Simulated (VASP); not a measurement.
# Ag (Fm-3m) in VASP: a series of runs

Runs on Ag. Level: PBE. Tasks: single point.

Everything below comes from runs of VASP 6.6.1. Logs are shortened: lines on timing, memory, paths and dates and some standing lists are left out, and cuts for length are marked.

## 1. The cell of the first run

It takes space group Fm-3m (No. 225, cubic). The conventional cell has a = 4.147 Å, b = 4.147 Å, c = 4.147 Å, α = 90.00°, β = 90.00°, γ = 90.00°. Ag (site symmetry m-3m) has 12 Ag at 2.93 Å within 3.9 Å.

## 2. Single point, PBE

INCAR

```
PREC = Accurate ; ENCUT = 520
EDIFF = 1E-6 ; ISMEAR = 0
SIGMA = 0.15 ; LREAL = F
LASPH = T ; NELM = 60
ALGO = Fast ; ISIF = 2
LWAVE = F ; LCHARG = F
GGA = PE ; NBANDS = 54
```

KPOINTS

```
Automatic mesh
0
Gamma
  12 12 12
```

POSCAR

```
Ag
1.0
    0.0000000000      4.1471913980      4.1471913980
    4.1471913980      0.0000000000      4.1471913980
    4.1471913980      4.1471913980      0.0000000000
Ag
8
Direct
    0.0000000000      0.0000000000      0.0000000000
    0.0000000000      0.0000000000      0.5000000000
    0.0000000000      0.5000000000      0.0000000000
    0.0000000000      0.5000000000      0.5000000000
    0.5000000000      0.0000000000      0.0000000000
    0.5000000000      0.0000000000      0.5000000000
    0.5000000000      0.5000000000      0.0000000000
    0.5000000000      0.5000000000      0.5000000000
```

Potentials or basis: VASP PAW PBE potentials, release 64 (Ag).

Launch:

```bash
cat potpaw_PBE.64/Ag/POTCAR > POTCAR
mpirun -np 1 vasp_std > vasp.out
```

OUTCAR:

```text
PREC = Accurate
   ENCUT = 520
   EDIFF = 1E-6
   ISMEAR = 0
   LREAL = F
   LASPH = T
   NELM = 60
   ISIF = 2
   GGA = PE

 ion  position               nearest neighbor table
   1  0.000  0.000  0.000-   2 2.93   3 2.93   5 2.93   2 2.93   4 2.93   6 2.93   3 2.93   4 2.93
                             7 2.93   5 2.93   6 2.93   7 2.93
   2  0.000  0.000  0.500-   1 2.93   4 2.93   6 2.93   1 2.93   3 2.93   5 2.93   3 2.93   4 2.93
                             8 2.93   5 2.93   6 2.93   8 2.93
   3  0.000  0.500  0.000-   1 2.93   4 2.93   7 2.93   2 2.93   4 2.93   8 2.93   1 2.93   2 2.93
                             5 2.93   5 2.93   7 2.93   8 2.93
   4  0.000  0.500  0.500-   2 2.93   3 2.93   8 2.93   1 2.93   3 2.93   7 2.93   1 2.93   2 2.93
                             6 2.93   6 2.93   7 2.93   8 2.93
   5  0.500  0.000  0.000-   1 2.93   6 2.93   7 2.93   2 2.93   6 2.93   8 2.93   3 2.93   7 2.93
                             8 2.93   1 2.93   2 2.93   3 2.93
   6  0.500  0.000  0.500-   2 2.93   5 2.93   8 2.93   1 2.93   5 2.93   7 2.93   4 2.93   7 2.93
                             8 2.93   1 2.93   2 2.93   4 2.93
   7  0.500  0.500  0.000-   3 2.93   5 2.93   8 2.93   4 2.93   6 2.93   8 2.93   1 2.93   5 2.93
                             6 2.93   1 2.93   3 2.93   4 2.93
   8  0.500  0.500  0.500-   4 2.93   6 2.93   7 2.93   3 2.93   5 2.93   7 2.93   2 2.93   5 2.93
                             6 2.93   2 2.93   3 2.93   4 2.93

  LATTYP: Found a face centered cubic cell.
 ALAT       =     8.2943827960

  Lattice vectors:

 A1 = (   0.0000000000,   4.1471913980,   4.1471913980)
 A2 = (   4.1471913980,   0.0000000000,   4.1471913980)
 A3 = (   4.1471913980,   4.1471913980,   0.0000000000)

Analysis of symmetry for initial positions (statically):
=====================================================================
 Subroutine PRICEL returns following result:

  LATTYP: Found a face centered cubic cell.
 ALAT       =     4.1471913980

  Lattice vectors:

 A1 = (   0.0000000000,   2.0735956990,   2.0735956990)
 A2 = (   2.0735956990,   0.0000000000,   2.0735956990)
 A3 = (   2.0735956990,   2.0735956990,   0.0000000000)

   8 primitive cells build up your supercell.

 Routine SETGRP: Setting up the symmetry group for a
 face centered cubic supercell.

 Subroutine GETGRP returns: Found 48 space group operations
 (whereof 48 operations were pure point group operations)
 out of a pool of 48 trial point group operations.

The static configuration has the point symmetry O_h .

Analysis of symmetry for dynamics (positions and initial velocities):
=====================================================================
 Subroutine PRICEL returns following result:

  LATTYP: Found a face centered cubic cell.
 ALAT       =     4.1471913980

  Lattice vectors:

 A1 = (   0.0000000000,   2.0735956990,   2.0735956990)
 A2 = (   2.0735956990,   0.0000000000,   2.0735956990)
 A3 = (   2.0735956990,   2.0735956990,   0.0000000000)

   8 primitive cells build up your supercell.

 Routine SETGRP: Setting up the symmetry group for a
 face centered cubic supercell.

 Subroutine GETGRP returns: Found 48 space group operations
 (whereof 48 operations were pure point group operations)
 out of a pool of 48 trial point group operations.

The dynamic configuration has the point symmetry O_h .

 Subroutine INISYM returns: Found 48 space group operations
 (whereof 48 operations are pure point group operations),
 and found     8 'primitive' translations

----------------------------------------------------------------------------------------

                                     Primitive cell

  volume of cell :      17.8321

  direct lattice vectors                    reciprocal lattice vectors
     0.000000000  2.073595699  2.073595699    -0.241127043  0.241127043  0.241127043
     2.073595699  0.000000000  2.073595699     0.241127043 -0.241127043  0.241127043
     2.073595699  2.073595699  0.000000000     0.241127043  0.241127043 -0.241127043

  length of vectors
     2.932507160  2.932507160  2.932507160     0.417644290  0.417644290  0.417644290

  position of ions in fractional coordinates (direct lattice)
     0.000000000  0.000000000  0.000000000

  ion indices of the primitive-cell ions
   primitive index   ion index
                 1           1

----------------------------------------------------------------------------------------

 KPOINTS: Automatic mesh

Automatic generation of k-mesh.
 Grid dimensions read from file:
 generate k-points for:   12   12   12

 Generating k-lattice:

  Cartesian coordinates                     Fractional coordinates (reciprocal lattice)
    -0.010046960  0.010046960  0.010046960     0.083333333  0.000000000  0.000000000
     0.010046960 -0.010046960  0.010046960     0.000000000  0.083333333  0.000000000
     0.010046960  0.010046960 -0.010046960     0.000000000  0.000000000  0.083333333

  Length of vectors
     0.017401845  0.017401845  0.017401845

  Shift w.r.t. Gamma in fractional coordinates (k-lattice)
     0.000000000  0.000000000  0.000000000

 Subroutine IBZKPT returns following result:
 ===========================================

 Found     72 irreducible k-points:

 Following reciprocal coordinates:
            Coordinates               Weight
  0.000000  0.000000  0.000000      1.000000
  0.083333  0.000000  0.000000      8.000000
  0.166667  0.000000  0.000000      8.000000
  0.250000  0.000000  0.000000      8.000000
  0.333333  0.000000  0.000000      8.000000
  0.416667  0.000000  0.000000      8.000000
[... 16 lines left out ...]
  0.500000  0.166667  0.000000     24.000000
 -0.416667  0.166667  0.000000     24.000000
 [... further k-points ...]
   k-points           NKPTS =     72   k-points in BZ     NKDIM =     72   number of bands    NBANDS=     54
   number of dos      NEDOS =    301   number of ions     NIONS =      8
   total plane-waves  NPLWV = 110592
   dimension x,y,z NGX =    48 NGY =   48 NGZ =   48
   dimension x,y,z NGXF=    96 NGYF=   96 NGZF=   96
   ions per type =               8
   NGX,Y,Z   is equivalent  to a cutoff of  13.61, 13.61, 13.61 a.u.
   NGXF,Y,Z  is equivalent  to a cutoff of  27.21, 27.21, 27.21 a.u.
 SYSTEM =  unknown system
   PREC   = accura    normal or accurate (medium, high low for compatibility)
   ISTART =      0    job   : 0-new  1-cont  2-samecut
   ICHARG =      2    charge: 1-file 2-atom 10-const
   ISPIN  =      1    spin polarized calculation?
   LNONCOLLINEAR =      F non collinear calculations
   LSORBIT =      F    spin-orbit coupling
   LASPH  =      T    aspherical Exc in radial PAW
   ENCUT  =  520.0 eV  38.22 Ry    6.18 a.u.  10.91 10.91 10.91*2*pi/ulx,y,z
   NELM   =     60;   NELMIN=  2; NELMDL= -5     # of ELM steps
   EDIFF  = 0.1E-05   stopping-criterion for ELM
   LREAL  =      F    real-space projection
   EDIFFG = 0.1E-04   stopping-criterion for IOM
   NSW    =      0    number of steps for IOM
   IBRION =     -1    ionic relax: 0-MD 1-quasi-New 2-CG
   NFREE  =      0    steps in history (QN), initial steepest desc. (CG)
   ISIF   =      2    stress and relaxation
   ISYM   =      2    0-nonsym 1-usesym 2-fastsym
   POTIM  = 0.5000    time-step for ionic-motion
   TEBEG  =    0.0;   TEEND  =   0.0 temperature during run
   PSTRESS=    0.0 pullay stress
   NELECT =      88.0000    total number of electrons
   NUPDOWN=      -1.0000    fix difference up-down
   EMIN   =  10.00;   EMAX   =-10.00  energy-range for DOS
   EFERMI =   0.00;   METHOD = LEGACY
   ISMEAR =     0;   SIGMA  =   0.15  broadening in eV -4-tet -1-fermi 0-gaus
   EFERMI_NEDOS =   21; number of points for ismear=-14 and -15
   IALGO  =     68    algorithm
   IMIX   =      4    mixing-type and parameters
     AMIX     =   0.40;   BMIX     =  1.00
     AMIX_MAG =   1.60;   BMIX_MAG =  1.00
  volume/ion in A,a.u.               =      17.83       120.34
  Fermi-wavevector in a.u.,A,eV,Ry     =   1.393601  2.633523 26.424181  1.942123
  Thomas-Fermi vector in A             =   2.517231
   LORBIT       =      0    0 simple, 1 ext, 2 COOP (PROOUT), +10 PAW based schemes
   GGA     = PE    functional components
   LHFCALC =     F    Hartree Fock is set to
   AEXX    =    0.0000 exact exchange contribution
   IVDW    =     0    specifies the selected vdW correction
   LEPSILON=     F    determine dielectric tensor
   LRPA    =     F    only Hartree local field effects (RPA)
 non-spin polarized calculation
 RMM-DIIS sequential band-by-band and
 Gauss-broadening in eV      SIGMA  =   0.15
  energy-cutoff  :      520.00
  volume of cell :      142.66
 maximum number of plane-waves:      3862
 NGX is ok and might be reduce to    48

 number of electron      87.9999997 magnetization

 Free energy of the ion-electron system (eV)
  ---------------------------------------------------
  ext. energy  EPLUGINS =         0.00000000
  ---------------------------------------------------
  free energy    TOTEN  =       -21.76441315 eV

  energy without entropy =      -21.74604810  energy(sigma->0) =      -21.75523063

 E-fermi :   7.8724     XC(G=0): -11.9442

 val. band max:        7.8133905087   @ k =   0.5000   0.1667   0.0000
 cond. band min:       7.8733964868   @ k =   0.1667   0.0000   0.0000
 fundamental gap:      0.0600059781
 Fermi energy:         7.8724482660

 k-point     1 :       0.0000    0.0000    0.0000
  band No.  band energies     occupation
      1       0.3783      2.00000
      2       1.6649      2.00000
      3       1.6649      2.00000
      4       1.6649      2.00000
      5       1.6992      2.00000
      6       1.6992      2.00000
[... 46 lines left out ...]
     53      14.2221      0.00000
     54      14.2221      0.00000

 k-point     2 :       0.0833    0.0000    0.0000
  band No.  band energies     occupation
      1       0.4310      2.00000
      2       1.6898      2.00000
      3       1.6898      2.00000
      4       1.6898      2.00000
      5       1.7096      2.00000
      6       1.7294      2.00000
[... 46 lines left out ...]
     53      14.3857      0.00000
     54      14.3857      0.00000

 k-point     3 :       0.1667    0.0000    0.0000
  band No.  band energies     occupation
      1       0.5860      2.00000
      2       1.7383      2.00000
      3       1.7585      2.00000
      4       1.7585      2.00000
      5       1.7585      2.00000
      6       1.8154      2.00000
[... 46 lines left out ...]
     53      14.8418      0.00000
     54      14.8418      0.00000
[... 1084 lines left out ...]
 k-point    23 :       0.5000    0.1667    0.0000
  band No.  band energies     occupation
      1       1.7193      2.00000
      2       1.9411      2.00000
      3       2.1310      2.00000
      4       2.2044      2.00000
      5       2.2044      2.00000
      6       2.2538      2.00000
[... 46 lines left out ...]
     53      14.4399      0.00000
     54      16.5421      0.00000

 k-point    24 :      -0.4167    0.1667    0.0000
  band No.  band energies     occupation
      1       1.8070      2.00000
      2       1.8974      2.00000
      3       2.1624      2.00000
      4       2.1843      2.00000
      5       2.2284      2.00000
      6       2.2284      2.00000
[... 46 lines left out ...]
     53      15.2412      0.00000
     54      15.7470      0.00000

 [... further k-points ...]

------------------------ aborting loop because EDIFF is reached ----------------------------------------

  FORCE on cell =-STRESS in cart. coord.  units (eV):
  Direction    XX          YY          ZZ          XY          YZ          ZX
  --------------------------------------------------------------------------------------
  -------------------------------------------------------------------------------------
  Total       -0.0959510     -0.0959510     -0.0959510     -0.0000000      0.0000000     -0.0000000
  in kB       -1.0776259     -1.0776259     -1.0776259     -0.0000000      0.0000000     -0.0000000
  external PRESSURE =      -1.0776259 kB  Pullay stress =       0.0000000 kB

 VOLUME and BASIS-vectors are now :
 -----------------------------------------------------------------------------
  energy-cutoff  :      520.00
  volume of cell :      142.66
      direct lattice vectors                 reciprocal lattice vectors
     0.000000000  4.147191398  4.147191398    -0.120563522  0.120563522  0.120563522
     4.147191398  0.000000000  4.147191398     0.120563522 -0.120563522  0.120563522
     4.147191398  4.147191398  0.000000000     0.120563522  0.120563522 -0.120563522

 POSITION                                       TOTAL-FORCE (eV/Angst)
 -----------------------------------------------------------------------------------
      0.00000      0.00000      0.00000         0.000000      0.000000     -0.000000
      2.07360      2.07360      0.00000        -0.000000      0.000000     -0.000000
      2.07360      0.00000      2.07360         0.000000     -0.000000     -0.000000
      4.14719      2.07360      2.07360         0.000000      0.000000      0.000000
      0.00000      2.07360      2.07360        -0.000000     -0.000000     -0.000000
      2.07360      4.14719      2.07360         0.000000     -0.000000      0.000000
      2.07360      2.07360      4.14719        -0.000000     -0.000000      0.000000
      4.14719      4.14719      4.14719         0.000000     -0.000000      0.000000
 -----------------------------------------------------------------------------------
    total drift:                                0.000000      0.000000      0.000000

  FREE ENERGIE OF THE ION-ELECTRON SYSTEM (eV)
  ---------------------------------------------------
  free  energy   TOTEN  =       -21.7644131547 eV

  energy  without entropy=      -21.7460480980  energy(sigma->0) =      -21.75523063
```

It took 17 min on 1 thread of Intel Xeon 8259CL, shared host; peak memory 0.56 GiB.

What came out:

```yaml
Free_energy: -21.7644 eV
Pressure: -0.1 GPa
Band_gap_on_the_k_mesh: zero (bands 44 and 45 overlap by 1.54 eV)
```

## 3. Single point, PBE

This run uses another cell than the first one: it holds 2 atoms, not 8.

INCAR

```
  ALGO = Fast
  EDIFF = 1E-6
  ENCUT = 520
  GGA = PE
  ISIF = 2
  ISMEAR = 0
  ISYM = 0
  LASPH = T
  LCHARG = F
  LREAL = F
  LWAVE = F
  NBANDS = 18
  NELM = 80
  PREC = Accurate
  SIGMA = 0.15
```

KPOINTS

```
k-points
0
Gamma
  12 12 14
```

POSCAR

```
Ag
1.0
    0.0000000000     -2.0735956994     -2.0735956994
   -2.0735956994      0.0000000000     -2.0735956994
    2.0735956994      2.0735956994     -4.1471913988
Ag
2
Direct
    0.5000000000      0.5000000000      0.5000000000
    0.0000000000      0.0000000000      0.0000000000
```

Potentials or basis: VASP PAW PBE potentials, release 64 (Ag).

Launch:

```bash
cat potpaw_PBE.64/Ag/POTCAR > POTCAR
mpirun -np 1 vasp_std > vasp.out
```

It took 12 min on 1 thread of Oxide Virtual Turin-like, shared host; peak memory 0.57 GiB.

Results (log left out):

```
Free energy            : -5.4353 eV
Pressure               : 0.1 GPa
Band gap on the k mesh : zero (bands 11 and 12 overlap by 6.79 eV)
```

Levels at points of the mesh, in eV from the Fermi level:
```
           k point  band 7  band 8  band 9  band 10  band 11  band 12  band 13  band 14  band 15  band 16
(0.00, 0.00, 0.00)   -4.63   -3.67   -3.67    -2.94    -2.94    -0.26     3.38    15.17    15.94    17.43
(0.50, 0.00, 0.00)   -3.85   -3.85   -2.88    -2.88     0.99     0.99     5.92     5.92    10.88    10.88
(0.00, 0.50, 0.00)   -3.85   -3.85   -2.88    -2.88     0.99     0.99     5.92     5.92    10.88    10.88
(0.50, 0.50, 0.00)   -2.94   -2.93   -2.75    -2.74    -0.26     1.67     3.38     6.42    10.46    10.46
(0.00, 0.00, 0.50)   -4.37   -4.37   -3.56    -3.56    -3.56    -3.56    10.83    10.83    16.47    16.47
(0.50, 0.00, 0.50)   -2.94   -2.93   -2.75    -2.74    -0.26     1.67     3.38     6.42    10.46    10.46
(0.00, 0.50, 0.50)   -2.94   -2.93   -2.75    -2.74    -0.26     1.67     3.38     6.42    10.46    10.46
(0.50, 0.50, 0.50)   -3.85   -3.85   -2.88    -2.88     0.99     0.99     5.92     5.92    10.88    10.88
```

The gap in the log of VASP goes by the Fermi energy; the results here count the filled bands.